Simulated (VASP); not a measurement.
# HfN (Fm-3m) in VASP: single point with r2SCAN+D3(BJ)

Aim: the single point of HfN with r2SCAN+D3(BJ).

Program: VASP 6.6.1. These are calculated values, not measurements. Logs are shortened: lines on timing, memory, paths and dates and some standing lists are left out, and cuts for length are marked.

**1. The cell of the first run**

Symmetry: Fm-3m, No. 225, cubic system. The conventional cell has a = 4.512 Å, b = 4.512 Å, c = 4.512 Å, α = 90.00°, β = 90.00°, γ = 90.00°. Within 3.0 Å of Hf (site symmetry m-3m) lie 6 N at 2.26 Å. N (site symmetry m-3m) has 6 Hf at 2.26 Å within 3.0 Å.

**2. Single point, r2SCAN+D3(BJ)**

Contents of POSCAR:

```
HfN
1.0
    0.0000000000      4.5120000000      4.5120000000
    4.5120000000      0.0000000000      4.5120000000
    4.5120000000      4.5120000000      0.0000000000
Hf N
8 8
Direct
    0.0000000000      0.0000000000      0.0000000000
    0.0000000000      0.0000000000      0.5000000000
    0.0000000000      0.5000000000      0.0000000000
    0.0000000000      0.5000000000      0.5000000000
    0.5000000000      0.0000000000      0.0000000000
    0.5000000000      0.0000000000      0.5000000000
    0.5000000000      0.5000000000      0.0000000000
    0.5000000000      0.5000000000      0.5000000000
    0.2500000000      0.2500000000      0.2500000000
    0.2500000000      0.2500000000      0.7500000000
    0.2500000000      0.7500000000      0.2500000000
    0.2500000000      0.7500000000      0.7500000000
    0.7500000000      0.2500000000      0.2500000000
    0.7500000000      0.2500000000      0.7500000000
    0.7500000000      0.7500000000      0.2500000000
    0.7500000000      0.7500000000      0.7500000000
```

Contents of INCAR.step1:

```
PREC = Accurate
ENCUT = 660
ISMEAR = 1
SIGMA = 0.05
LREAL = F
LASPH = T
NELM = 120
NBANDS = 74
GGA = PE
ALGO = Normal
EDIFF = 1E-5
LWAVE = T
LCHARG = F
GGA_COMPAT = F
```

Contents of INCAR.step2:

```
PREC = Accurate
ENCUT = 660
EDIFF = 1E-6
ISMEAR = 1
SIGMA = 0.05
LREAL = F
LASPH = T
NELM = 120
ALGO = Normal
ISIF = 2
LWAVE = F
LCHARG = T
METAGGA = R2SCAN
LMIXTAU = T
IVDW = 12
VDW_S6 = 1.0
VDW_S8 = 0.78981345
VDW_A1 = 0.49484001
VDW_A2 = 5.73083694
LELF = T
LVHAR = T
NBANDS = 74
ISTART = 1
GGA_COMPAT = F
```

Contents of KPOINTS:

```
Automatic mesh
0
Gamma
  2 2 2
```

Potentials or basis: VASP PAW PBE potentials, release 64 (Hf_pv, N).

Launch:

```sh
> cat potpaw_PBE.64/Hf_pv/POTCAR potpaw_PBE.64/N/POTCAR > POTCAR
> cp INCAR.step1 INCAR
> mpirun -np 1 vasp_std > vasp.out
> cp INCAR.step2 INCAR
> mpirun -np 1 vasp_std > vasp.out
```

OUTCAR:

```text
PREC = Accurate
   ENCUT = 660
   EDIFF = 1E-6
   ISMEAR = 1
   LREAL = F
   LASPH = T
   NELM = 120
   ISIF = 2
   METAGGA = R2SCAN
   IVDW = 12
   ISTART = 1
 IVDW          = 12

 ion  position               nearest neighbor table
   1  0.000  0.000  0.000-  10 2.26  11 2.26  12 2.26  13 2.26  14 2.26  15 2.26   2 3.19   3 3.19
                             5 3.19   2 3.19   4 3.19   6 3.19   3 3.19   4 3.19   7 3.19   5 3.19
   2  0.000  0.000  0.500-   9 2.26  11 2.26  12 2.26  13 2.26  14 2.26  16 2.26   1 3.19   4 3.19
                             6 3.19   1 3.19   3 3.19   5 3.19   3 3.19   4 3.19   8 3.19   5 3.19
   3  0.000  0.500  0.000-   9 2.26  10 2.26  12 2.26  13 2.26  15 2.26  16 2.26   1 3.19   4 3.19
                             7 3.19   2 3.19   4 3.19   8 3.19   1 3.19   2 3.19   5 3.19   5 3.19
   4  0.000  0.500  0.500-   9 2.26  10 2.26  11 2.26  14 2.26  15 2.26  16 2.26   2 3.19   3 3.19
                             8 3.19   1 3.19   3 3.19   7 3.19   1 3.19   2 3.19   6 3.19   6 3.19
   5  0.500  0.000  0.000-   9 2.26  10 2.26  11 2.26  14 2.26  15 2.26  16 2.26   1 3.19   6 3.19
                             7 3.19   2 3.19   6 3.19   8 3.19   3 3.19   7 3.19   8 3.19   1 3.19
   6  0.500  0.000  0.500-   9 2.26  10 2.26  12 2.26  13 2.26  15 2.26  16 2.26   2 3.19   5 3.19
                             8 3.19   1 3.19   5 3.19   7 3.19   4 3.19   7 3.19   8 3.19   1 3.19
   7  0.500  0.500  0.000-   9 2.26  11 2.26  12 2.26  13 2.26  14 2.26  16 2.26   3 3.19   5 3.19
                             8 3.19   4 3.19   6 3.19   8 3.19   1 3.19   5 3.19   6 3.19   1 3.19
   8  0.500  0.500  0.500-  10 2.26  11 2.26  12 2.26  13 2.26  14 2.26  15 2.26   4 3.19   6 3.19
                             7 3.19   3 3.19   5 3.19   7 3.19   2 3.19   5 3.19   6 3.19   2 3.19
   9  0.250  0.250  0.250-   2 2.26   3 2.26   4 2.26   5 2.26   6 2.26   7 2.26
[... 13 lines left out ...]
 A1 = (   0.0000000000,   4.5120000000,   4.5120000000)
 A2 = (   4.5120000000,   0.0000000000,   4.5120000000)
 A3 = (   4.5120000000,   4.5120000000,   0.0000000000)

Analysis of symmetry for initial positions (statically):
=====================================================================
 Subroutine PRICEL returns following result:

  LATTYP: Found a face centered cubic cell.
 ALAT       =     4.5120000000

  Lattice vectors:

 A1 = (   0.0000000000,   2.2560000000,   2.2560000000)
 A2 = (   2.2560000000,   0.0000000000,   2.2560000000)
 A3 = (   2.2560000000,   2.2560000000,   0.0000000000)

   8 primitive cells build up your supercell.

 Routine SETGRP: Setting up the symmetry group for a
 face centered cubic supercell.

 Subroutine GETGRP returns: Found 48 space group operations
 (whereof 48 operations were pure point group operations)
 out of a pool of 48 trial point group operations.

The static configuration has the point symmetry O_h .

[... 113 lines left out ...]
   EMIN   =  10.00;   EMAX   =-10.00  energy-range for DOS
   EFERMI =   0.00;   METHOD = LEGACY
   ISMEAR =     1;   SIGMA  =   0.05  broadening in eV -4-tet -1-fermi 0-gaus
   EFERMI_NEDOS =   21; number of points for ismear=-14 and -15
   IALGO  =     38    algorithm
   IMIX   =      4    mixing-type and parameters
     AMIX     =   0.40;   BMIX     =  1.00
     AMIX_MAG =   1.60;   BMIX_MAG =  1.00
  volume/ion in A,a.u.               =      11.48        77.48
  Fermi-wavevector in a.u.,A,eV,Ry     =   1.420440  2.684242 27.451783  2.017649
  Thomas-Fermi vector in A             =   2.541355
   LORBIT       =      0    0 simple, 1 ext, 2 COOP (PROOUT), +10 PAW based schemes
   METAGGA = R2SCAN    functional components
   LHFCALC =     F    Hartree Fock is set to
   AEXX    =    0.0000 exact exchange contribution
   IVDW    =    12    specifies the selected vdW correction
   LEPSILON=     F    determine dielectric tensor
   LRPA    =     F    only Hartree local field effects (RPA)
 non-spin polarized calculation
 Methfessel and Paxton  Order N= 1 SIGMA  =   0.05
  energy-cutoff  :      660.00
  volume of cell :      183.71
 maximum number of plane-waves:      7120
 NGX is ok and might be reduce to    54
   NGX = 27   NGY = 27   NGZ = 27

 number of electron     120.0000002 magnetization

 Free energy of the ion-electron system (eV)
  ---------------------------------------------------
  ext. energy  EPLUGINS =         0.00000000
  ---------------------------------------------------
  free energy    TOTEN  =      -465.85175497 eV

  energy without entropy =     -465.85091405  energy(sigma->0) =     -465.85147467

 E-fermi :   7.9117     XC(G=0): -13.6019

 val. band max:        7.8769544092   @ k =   0.5000   0.0000   0.0000
 cond. band min:       8.2332648905   @ k =   0.0000   0.0000   0.0000
 fundamental gap:      0.3563104813
 Fermi energy:         7.9117350865

 k-point     1 :       0.0000    0.0000    0.0000
  band No.  band energies     occupation
      1     -24.9641      2.00000
      2     -24.9641      2.00000
      3     -24.9641      2.00000
      4     -24.9641      2.00000
      5     -24.7804      2.00000
      6     -24.7804      2.00000
[... 214 lines left out ...]
     71      11.5268      0.00000
     72      11.5269      0.00000
 [bands above 72 left out]

------------------------ aborting loop because EDIFF is reached ----------------------------------------

 Edisp (eV)   -2.93715

 E8    (eV) :    -1.1110

  FORCE on cell =-STRESS in cart. coord.  units (eV):
  Direction    XX          YY          ZZ          XY          YZ          ZX
  --------------------------------------------------------------------------------------
  -------------------------------------------------------------------------------------
  Total      -2.82102    -2.82102    -2.82102     0.00000     0.00000     0.00000
  in kB     -24.60251   -24.60251   -24.60251     0.00000     0.00000     0.00000
  external pressure =      -24.60 kB  Pullay stress =        0.00 kB

 VOLUME and BASIS-vectors are now :
 -----------------------------------------------------------------------------
  energy-cutoff  :      660.00
  volume of cell :      183.71
      direct lattice vectors                 reciprocal lattice vectors
     0.000000000  4.512000000  4.512000000    -0.110815603  0.110815603  0.110815603
     4.512000000  0.000000000  4.512000000     0.110815603 -0.110815603  0.110815603
     4.512000000  4.512000000  0.000000000     0.110815603  0.110815603 -0.110815603

 POSITION                                       TOTAL-FORCE (eV/Angst)
 -----------------------------------------------------------------------------------
      0.00000      0.00000      0.00000         0.000000     -0.000000      0.000000
      2.25600      2.25600      0.00000        -0.000000     -0.000000      0.000000
      2.25600      0.00000      2.25600        -0.000000     -0.000000      0.000000
      4.51200      2.25600      2.25600        -0.000000      0.000000      0.000000
      0.00000      2.25600      2.25600        -0.000000      0.000000      0.000000
      2.25600      4.51200      2.25600        -0.000000      0.000000     -0.000000
[... 8 lines left out ...]
      4.51200      4.51200      6.76800         0.000000     -0.000000     -0.000000
      6.76800      6.76800      6.76800         0.000000      0.000000      0.000000
 -----------------------------------------------------------------------------------
    total drift:                               -0.000000      0.000000      0.000000

  FREE ENERGIE OF THE ION-ELECTRON SYSTEM (eV)
  ---------------------------------------------------
  free  energy   TOTEN  =      -468.7889001097 eV

  energy  without entropy=     -468.7880591925  energy(sigma->0) =     -468.78861980
```

OUTCAR.step1:

```text
PREC = Accurate
   ENCUT = 660
   ISMEAR = 1
   LREAL = F
[... 471 lines left out ...]
      0.00000      2.25600      2.25600        -0.000000      0.000000      0.000000
      2.25600      4.51200      2.25600         0.000000     -0.000000      0.000000
[... 8 lines left out ...]
      4.51200      4.51200      6.76800         0.000000      0.000000     -0.000000
      6.76800      6.76800      6.76800        -0.000000      0.000000      0.000000
 -----------------------------------------------------------------------------------
    total drift:                               -0.000000      0.000000      0.000000

  FREE ENERGIE OF THE ION-ELECTRON SYSTEM (eV)
  ---------------------------------------------------
  free  energy   TOTEN  =      -174.0128654958 eV

  energy  without entropy=     -174.0120245786  energy(sigma->0) =     -174.01258519
```

Wall time 4.1 min (1 thread of Intel Xeon Platinum 8488C (Sapphire Rapids), shared host); peak memory 0.43 GiB.

Results:

```
Free energy                : -468.7889 eV
Pressure                   : -2.5 GPa
Band gap on the k mesh     : zero (bands 60 and 61 overlap by 1.83 eV)
Dispersion energy per atom : -0.184 eV
```

Caveat: the k points lie up to 0.60 Å⁻¹ apart, too coarse for converged energies and pressures of a metal; three body term missing; the PAW data sets were made with another functional, which shifts forces and pressure a little; spin-orbit coupling is left out, which moves the levels of the heavy elements.
